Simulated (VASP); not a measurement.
# ZnS (R3m) in VASP: a series of runs, part 2 of 2

VASP 6.6.1. The steps go on from the part before.

## 3. Single point, LDA+U

File INCAR:

```
PREC     = Accurate       # precision mode
ENCUT    = 520            # plane-wave cutoff, eV
EDIFF    = 1E-7           # SCF threshold, eV
ISMEAR   = 0              # smearing method
SIGMA    = 0.01           # smearing width, eV
LREAL    = F              # projectors in reciprocal space
LASPH    = T              # aspherical terms in the spheres
NELM     = 150            # most SCF steps
ALGO     = Normal         # electronic algorithm
ISIF     = 2              # what is computed and relaxed
LWAVE    = F              # write WAVECAR
LCHARG   = F              # write CHGCAR
LDAU     = T              # DFT+U
LDAUTYPE = 2            
LDAUL    = 2 -1           # shell
LDAUU    = 1.5 0          # U, eV
LDAUJ    = 0 0          
LDAUPRINT= 1            
GGA      = CA             # functional
NBANDS   = 36             # bands
```

File KPOINTS:

```
Automatic mesh
0
Gamma
  6 6 6
```

File POSCAR:

```
ZnS
1.0
    1.9030712000      1.0987386700      9.3519478300
   -1.9030712000      1.0987386700      9.3519478300
    0.0000000000     -2.1974773400      9.3519478300
Zn S
3 3
Direct
    0.9999711404      0.9999711404      0.9999711404
    0.2222694100      0.2222694100      0.2222694100
    0.4446134401      0.4446134401      0.4446134401
    0.0832671700      0.0832671700      0.0832671700
    0.5278423001      0.5278423001      0.5278423001
    0.3053625400      0.3053625400      0.3053625400
```

Potentials or basis: VASP PAW LDA potentials, release 64 (Zn, S).

Run with:

```console
$ cat potpaw_LDA.64/Zn/POTCAR potpaw_LDA.64/S/POTCAR > POTCAR
$ mpirun -np 1 vasp_std > vasp.out
```

OUTCAR:

```text
PREC = Accurate
   ENCUT = 520
   EDIFF = 1E-7
   ISMEAR = 0
   LREAL = F
   LASPH = T
   NELM = 150
   ISIF = 2
   GGA = CA

 ion  position               nearest neighbor table
   1  1.000  1.000  1.000-   6 2.33   6 2.33   6 2.33   4 2.34
   2  0.222  0.222  0.222-   6 2.33   5 2.33   5 2.33   5 2.33
   3  0.445  0.445  0.445-   4 2.33   4 2.33   4 2.33   5 2.34
   4  0.083  0.083  0.083-   3 2.33   3 2.33   3 2.33   1 2.34
   5  0.528  0.528  0.528-   2 2.33   2 2.33   2 2.33   3 2.34
   6  0.305  0.305  0.305-   2 2.33   1 2.33   1 2.33   1 2.33

  LATTYP: Found a trigonal (rhomboedric) cell.
 ALAT       =     9.6066557590
 COS(alpha) =     0.9215133826

  Lattice vectors:

 A1 = (   1.9030712000,   1.0987386700,   9.3519478300)
 A2 = (  -1.9030712000,   1.0987386700,   9.3519478300)
 A3 = (   0.0000000000,  -2.1974773400,   9.3519478300)

Analysis of symmetry for initial positions (statically):
=====================================================================
 Subroutine PRICEL returns:
 Original cell was already a primitive cell.

 Routine SETGRP: Setting up the symmetry group for a
 trigonal (rhombohedral) supercell.

 Subroutine GETGRP returns: Found  6 space group operations
 (whereof  6 operations were pure point group operations)
 out of a pool of 12 trial point group operations.

The static configuration has the point symmetry C_3v.

Analysis of symmetry for dynamics (positions and initial velocities):
=====================================================================
 Subroutine PRICEL returns:
 Original cell was already a primitive cell.

 Routine SETGRP: Setting up the symmetry group for a
 trigonal (rhombohedral) supercell.

 Subroutine GETGRP returns: Found  6 space group operations
 (whereof  6 operations were pure point group operations)
 out of a pool of 12 trial point group operations.

The dynamic configuration has the point symmetry C_3v.

 Subroutine INISYM returns: Found  6 space group operations
 (whereof  6 operations are pure point group operations),
 and found     1 'primitive' translations

----------------------------------------------------------------------------------------

                                     Primitive cell

  volume of cell :     117.3283

  direct lattice vectors                    reciprocal lattice vectors
     1.903071200  1.098738670  9.351947830     0.262733207  0.151689088  0.035643199
    -1.903071200  1.098738670  9.351947830    -0.262733207  0.151689088  0.035643199
     0.000000000 -2.197477340  9.351947830     0.000000000 -0.303378176  0.035643199

  length of vectors
     9.606655759  9.606655759  9.606655759     0.305464818  0.305464818  0.305464818

[... 89 lines left out ...]
   LREAL  =      F    real-space projection
   EDIFFG = 0.1E-05   stopping-criterion for IOM
   NSW    =      0    number of steps for IOM
   IBRION =     -1    ionic relax: 0-MD 1-quasi-New 2-CG
   NFREE  =      0    steps in history (QN), initial steepest desc. (CG)
   ISIF   =      2    stress and relaxation
   ISYM   =      2    0-nonsym 1-usesym 2-fastsym
   POTIM  = 0.5000    time-step for ionic-motion
   TEBEG  =    0.0;   TEEND  =   0.0 temperature during run
   PSTRESS=    0.0 pullay stress
   NELECT =      54.0000    total number of electrons
   NUPDOWN=      -1.0000    fix difference up-down
   EMIN   =  10.00;   EMAX   =-10.00  energy-range for DOS
   EFERMI =   0.00;   METHOD = LEGACY
   ISMEAR =     0;   SIGMA  =   0.01  broadening in eV -4-tet -1-fermi 0-gaus
   EFERMI_NEDOS =   21; number of points for ismear=-14 and -15
   IALGO  =     38    algorithm
   IMIX   =      4    mixing-type and parameters
     AMIX     =   0.40;   BMIX     =  1.00
     AMIX_MAG =   1.60;   BMIX_MAG =  1.00
  volume/ion in A,a.u.               =      19.55       131.96
  Fermi-wavevector in a.u.,A,eV,Ry     =   1.263975  2.388566 21.737115  1.597633
  Thomas-Fermi vector in A             =   2.397304
   LORBIT       =      0    0 simple, 1 ext, 2 COOP (PROOUT), +10 PAW based schemes
 LDA+U is selected, type is set to LDAUTYPE =  2
   angular momentum for each species LDAUL =     2   -1
   U (eV)           for each species LDAUU =   1.5  0.0
   J (eV)           for each species LDAUJ =   0.0  0.0
   GGA     = CA    functional components
   LHFCALC =     F    Hartree Fock is set to
   AEXX    =    0.0000 exact exchange contribution
   IVDW    =     0    specifies the selected vdW correction
   LEPSILON=     F    determine dielectric tensor
   LRPA    =     F    only Hartree local field effects (RPA)
 non-spin polarized calculation
 Gauss-broadening in eV      SIGMA  =   0.01
  energy-cutoff  :      520.00
  volume of cell :      117.33
 maximum number of plane-waves:      3183
   NGX = 35   NGY = 35   NGZ = 35

atom =   1  type =  1  l = 2

 onsite density matrix

spin component  1
[... 83 lines left out ...]
  o =  0.9783  v = -0.5768  0.0000  0.0000 -0.8169 -0.0000  0.0000  0.0000  0.0000  0.0000  0.0000      0.0000  0.0000  0.0000  0.0000  0.0000  0.0000  0.0000  0.0000  0.0000  0.0000
  o =  0.9783  v =  0.0000  0.0000  0.0000  0.0000  0.0000 -0.5768  0.0000  0.0000 -0.8169 -0.0000      0.0000  0.0000  0.0000  0.0000  0.0000  0.0000  0.0000  0.0000  0.0000  0.0000
  o =  0.9783  v =  0.0000 -0.8169  0.0000  0.0000 -0.5768  0.0000  0.0000  0.0000  0.0000  0.0000      0.0000  0.0000  0.0000  0.0000  0.0000  0.0000  0.0000  0.0000  0.0000  0.0000
  o =  0.9783  v =  0.0000  0.0000  0.0000  0.0000  0.0000  0.0000 -0.8169  0.0000  0.0000 -0.5768      0.0000  0.0000  0.0000  0.0000  0.0000  0.0000  0.0000  0.0000  0.0000  0.0000
  o =  0.9887  v =  0.0000  0.0000  0.0000  0.0000  0.0000 -0.8169  0.0000 -0.0000  0.5768  0.0000      0.0000  0.0000  0.0000  0.0000  0.0000  0.0000  0.0000  0.0000  0.0000  0.0000
  o =  0.9887  v = -0.8169  0.0000 -0.0000  0.5768  0.0000  0.0000  0.0000  0.0000  0.0000  0.0000      0.0000  0.0000  0.0000  0.0000  0.0000  0.0000  0.0000  0.0000  0.0000  0.0000
  o =  0.9887  v =  0.0000  0.0000  0.0000  0.0000  0.0000  0.0000  0.5768  0.0000  0.0000 -0.8169      0.0000  0.0000  0.0000  0.0000  0.0000  0.0000  0.0000  0.0000  0.0000  0.0000
  o =  0.9887  v =  0.0000  0.5768  0.0000  0.0000 -0.8169  0.0000  0.0000  0.0000  0.0000  0.0000      0.0000  0.0000  0.0000  0.0000  0.0000  0.0000  0.0000  0.0000  0.0000  0.0000
  o =  0.9888  v =  0.0000  0.0000 -1.0000 -0.0000 -0.0000  0.0000  0.0000  0.0000  0.0000  0.0000      0.0000  0.0000  0.0000  0.0000  0.0000  0.0000  0.0000  0.0000  0.0000  0.0000
  o =  0.9888  v =  0.0000  0.0000  0.0000  0.0000  0.0000  0.0000  0.0000 -1.0000 -0.0000 -0.0000      0.0000  0.0000  0.0000  0.0000  0.0000  0.0000  0.0000  0.0000  0.0000  0.0000

 number of electron      53.9999979 magnetization

 Free energy of the ion-electron system (eV)
  ---------------------------------------------------
  ext. energy  EPLUGINS =         0.00000000
  ---------------------------------------------------
  free energy    TOTEN  =       -24.16766956 eV

  energy without entropy =      -24.16766956  energy(sigma->0) =      -24.16766956

 E-fermi :   2.0056     XC(G=0): -10.0686

 val. band max:        1.9397803388   @ k =   0.0000   0.0000   0.0000
 cond. band min:       4.0064127241   @ k =   0.0000   0.0000   0.0000
 fundamental gap:      2.0666323852
 Fermi energy:         2.0056323675

 k-point     1 :       0.0000    0.0000    0.0000
  band No.  band energies     occupation
      1     -11.1615      2.00000
      2     -10.4911      2.00000
      3     -10.4813      2.00000
      4      -5.0694      2.00000
      5      -5.0599      2.00000
      6      -5.0599      2.00000
[... 925 lines left out ...]
     35       9.4438      0.00000
     36      10.5586      0.00000

 [... further k-points ...]
[... 5 lines left out ...]
  --------------------------------------------------------------------------------------
  -------------------------------------------------------------------------------------
  Total       -3.0369068     -3.0369068     -3.0385425      0.0000000      0.0000000      0.0000000
  in kB      -41.4704997    -41.4704997    -41.4928366      0.0000000      0.0000000      0.0000000
  external PRESSURE =     -41.4779453 kB  Pullay stress =       0.0000000 kB

 VOLUME and BASIS-vectors are now :
 -----------------------------------------------------------------------------
  energy-cutoff  :      520.00
  volume of cell :      117.33
      direct lattice vectors                 reciprocal lattice vectors
     1.903071200  1.098738670  9.351947830     0.262733207  0.151689088  0.035643199
    -1.903071200  1.098738670  9.351947830    -0.262733207  0.151689088  0.035643199
     0.000000000 -2.197477340  9.351947830     0.000000000 -0.303378176  0.035643199

 POSITION                                       TOTAL-FORCE (eV/Angst)
 -----------------------------------------------------------------------------------
      0.00000      0.00000     28.05503         0.000000      0.000000     -0.005119
      0.00000      0.00000      6.23596         0.000000      0.000000     -0.000988
      0.00000      0.00000     12.47401         0.000000      0.000000     -0.016175
      0.00000      0.00000      2.33613         0.000000      0.000000      0.009162
      0.00000      0.00000     14.80906         0.000000      0.000000      0.004234
      0.00000      0.00000      8.56720         0.000000      0.000000      0.008886
 -----------------------------------------------------------------------------------
    total drift:                                0.000000      0.000000      0.000626

  FREE ENERGIE OF THE ION-ELECTRON SYSTEM (eV)
  ---------------------------------------------------
  free  energy   TOTEN  =       -24.1676695629 eV

  energy  without entropy=      -24.1676695629  energy(sigma->0) =      -24.16766956
```

Wall time 20 min (1 thread of Intel Xeon 8259CL, shared host); peak memory 0.52 GiB.

Results:

| Quantity | Value |
| --- | --- |
| Free energy | -24.1677 eV |
| Pressure | -4.1 GPa |
| Largest force | 0.016 eV/Å |
| Band gap on the k mesh | 2.07 eV |

Forces in eV/Å, atoms in the order of the input:
```
Zn   0.000  0.000 -0.005
Zn   0.000  0.000 -0.001
Zn   0.000  0.000 -0.016
S    0.000  0.000  0.009
S    0.000  0.000  0.004
S    0.000  0.000  0.009
```

Eigenvalues of the final occupation matrices:
```tsv
site	spin	trace	eigenvalues
site 1 d	1	4.92	0.98 0.98 0.99 0.99 0.99
site 1 d	2	4.92	0.98 0.98 0.99 0.99 0.99
site 2 d	1	4.92	0.98 0.98 0.99 0.99 0.99
site 2 d	2	4.92	0.98 0.98 0.99 0.99 0.99
site 3 d	1	4.92	0.98 0.98 0.99 0.99 0.99
site 3 d	2	4.92	0.98 0.98 0.99 0.99 0.99
```

Caveat: the cell stands under tension. A k mesh can miss the band edges.
